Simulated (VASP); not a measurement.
Set up this calculation in VASP 6.6.1, as the native input.

- Task: single point
- Functional: PBE
- Potentials or basis: VASP PAW PBE potentials, release 64 (Hf_pv, C)
- Cutoff: 520 eV
- k mesh: 18 × 18 × 18
- Occupations: gaussian, width 0.1 eV
- Spin: no spin polarisation
- Dipole correction: no
- Further INCAR settings: ALGO = Normal; EDIFF = 1e-07; NBANDS = 14

The structure of HfC lies in POSCAR:

```
HfC
1.0
    3.2354336828      0.0000000000      0.0000000000
   -1.6177168414      2.8019677616      0.0000000000
    0.0000000000      0.0000000000      2.9144563806
Hf C
1 1
Direct
    0.3333333333      0.6666666667      0.0000000000
    0.6666666667      0.3333333333      0.5000000000
```

The cell was built from a structure type or drawn by symmetry, and may not be a known phase.

One way to write it, as run:

INCAR

```
ALGO     = Normal         # electronic algorithm
EDIFF    = 1E-7           # SCF threshold, eV
ENCUT    = 520            # plane-wave cutoff, eV
GGA      = PE             # functional
ISIF     = 2              # what is computed and relaxed
ISMEAR   = 0              # smearing method
LASPH    = True           # aspherical terms in the spheres
LCHARG   = False          # write CHGCAR
LREAL    = False          # projectors in reciprocal space
LWAVE    = False          # write WAVECAR
NBANDS   = 14             # bands
NELM     = 100            # most SCF steps
PREC     = Accurate       # precision mode
SIGMA    = 0.1            # smearing width, eV
```

KPOINTS

```
k-points
0
Gamma
  18 18 18
```

Potentials or basis: VASP PAW PBE potentials, release 64 (Hf_pv, C).

Run with:

```console
$ cat potpaw_PBE.64/Hf_pv/POTCAR potpaw_PBE.64/C/POTCAR > POTCAR
$ mpirun -np 1 vasp_std > vasp.out
```

It gave:

* Pressure: -0.8 GPa
* Band gap on the k mesh: zero (bands 7 and 8 overlap by 0.02 eV)

Caveat: spin-orbit coupling is left out, which moves the levels of the heavy elements.

It took 71 s on 1 thread of Intel(R) Xeon(R) Platinum 8259CL CPU @ 2.50GHz (Skylake/Cascade Lake), on a shared host, peak memory 0.25 GiB.
